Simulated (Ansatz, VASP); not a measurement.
## Two plane-wave programs on AlP

```
CELL_PARAMETERS angstrom
0.00000 2.71694 2.71694
2.71694 0.00000 2.71694
2.71694 2.71694 0.00000
ATOMIC_POSITIONS crystal
Al 0.00000 0.00000 0.00000
P 0.25000 0.25000 0.25000
```

Alike in both runs: task single point; functional LDA; k mesh 10 × 10 × 10; occupations gaussian, width 0.02 eV; no spin polarisation.

|  | VASP | Ansatz |
| --- | --- | --- |
| version | VASP 6.6.1 | Ansatz 0.2.0 |
| potentials or method | VASP PAW LDA potentials, release 64 (Al, P), cutoff 500 eV | scalar-relativistic, plane waves, PAW |
| valence electrons in the cell | 8 | 8 |

VASP gave:

| Property | Result |
| --- | --- |
| gap on the k mesh at the Fermi level (eV) | 1.41 |
| least direct gap on the mesh (eV) | 3.24 |
| pressure (GPa) | 0.0 |

Task: What did Ansatz give for the same quantities?

Result: gap on the k mesh at the Fermi level (eV): 1.42; least direct gap on the mesh (eV): 3.23; pressure (GPa): 0.0.

LDA's correlation is that of Perdew and Zunger in VASP and of Perdew and Wang (1992) in Ansatz.
